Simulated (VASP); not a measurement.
**CdSn2O3: single point with PBE**

The system is CdSn2O3.

```
Cd Sn O
1.0
     4.74329    0.00000    0.00000
    -2.37165    4.10781    0.00000
     0.00000    0.00000    5.96579
Cd Sn O
1 2 3
Direct
  0.00000 0.00000 0.00000
  0.33333 0.66667 0.50000
  0.66667 0.33333 0.50000
  0.50000 0.00000 0.00000
  0.00000 0.50000 0.00000
  0.50000 0.50000 0.00000
```

The cell was generated, and may not be a known phase.

```
Program             : VASP 6.6.1
Task                : single point
Functional          : PBE
Potentials or basis : VASP PAW PBE potentials, release 64 (Cd, Sn_d, O)
Cutoff              : 520 eV
k mesh              : 6 × 6 × 4
Occupations         : gaussian, width 0.1 eV
Spin                : no spin polarisation
```

```yaml
Pressure: -2.7 GPa
Band_gap_on_the_k_mesh: zero (bands 29 and 30 overlap by 0.43 eV)
```

Stress tensor (GPa, compression positive):
```
  2.14   0.00   0.00
  0.00   2.14   0.00
  0.00   0.00 -12.40
```

Levels at points of the mesh, in eV from the Fermi level:
```
           k point  band 27  band 28  band 29  band 30  band 31  band 32
(0.00, 0.00, 0.00)    -1.10    -1.10    -0.03     0.87     0.95     0.95
(0.50, 0.00, 0.00)    -1.37    -1.07    -0.63     0.24     0.89     1.82
(0.00, 0.00, 0.50)    -1.76    -0.22    -0.22    -0.03     0.95     0.95
(0.50, 0.00, 0.50)    -1.50    -0.62    -0.57    -0.24     0.24     0.89
```

Wall time 100 s on 1 thread of Oxide Virtual Turin-like Processor, on a shared host, peak memory 0.25 GiB.

Caveat: the stress differs along the axes, from -12 to 2 GPa; semilocal functionals underestimate gaps, and a narrow one can read as zero; spin-orbit coupling is left out, which moves the levels of the heavy elements.
